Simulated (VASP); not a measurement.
Input of a VASP 6.6.1 run:

POSCAR

```
Si
1.0
    0.0000000000      2.7177770158      2.7177770158
    2.7177770158      0.0000000000      2.7177770158
    2.7177770158      2.7177770158      0.0000000000
Si
2
Direct
    0.0000000000      0.0000000000      0.0000000000
    0.2500000000      0.2500000000      0.2500000000
```

File INCAR.step1:

```
PREC     = Accurate       # precision mode
ENCUT    = 550            # plane-wave cutoff, eV
ISMEAR   = 0              # smearing method
SIGMA    = 0.02           # smearing width, eV
LREAL    = F              # projectors in reciprocal space
LASPH    = T              # aspherical terms in the spheres
NELM     = 120            # most SCF steps
NBANDS   = 11             # bands
GGA      = PE             # functional
ALGO     = Normal         # electronic algorithm
EDIFF    = 1E-5           # SCF threshold, eV
LWAVE    = T              # write WAVECAR
LCHARG   = F              # write CHGCAR
GGA_COMPAT= F
```

INCAR.step2

```
PREC     = Accurate       # precision mode
ENCUT    = 550            # plane-wave cutoff, eV
EDIFF    = 1E-6           # SCF threshold, eV
ISMEAR   = 0              # smearing method
SIGMA    = 0.02           # smearing width, eV
LREAL    = F              # projectors in reciprocal space
LASPH    = T              # aspherical terms in the spheres
NELM     = 120            # most SCF steps
ALGO     = Normal         # electronic algorithm
ISIF     = 2              # what is computed and relaxed
LWAVE    = F              # write WAVECAR
LCHARG   = F              # write CHGCAR
METAGGA  = R2SCAN         # meta-GGA
LMIXTAU  = T            
LUSE_VDW = T            
IVDW_NL  = 2            
BPARAM   = 11.95        
CPARAM   = 0.0093       
NBANDS   = 11             # bands
ISTART   = 1            
GGA_COMPAT= F
```

File KPOINTS:

```
regular mesh
0
Gamma
  10 10 10
```

Potentials or basis: VASP PAW PBE potentials, release 64 (Si).

Command:

```console
$ cat potpaw_PBE.64/Si/POTCAR > POTCAR
$ cp INCAR.step1 INCAR
$ mpirun -np 1 vasp_std > vasp.out
$ cp INCAR.step2 INCAR
$ mpirun -np 1 vasp_std > vasp.out
```

(1) Predict the band gap on the k mesh.

(2) Predict the pressure.

## Answers

(1) 0.75 eV, indirect (least direct gap 2.75 eV).

(2) -0.2 GPa.

Caveat: the PAW data sets were made with another functional, which shifts forces and pressure a little.
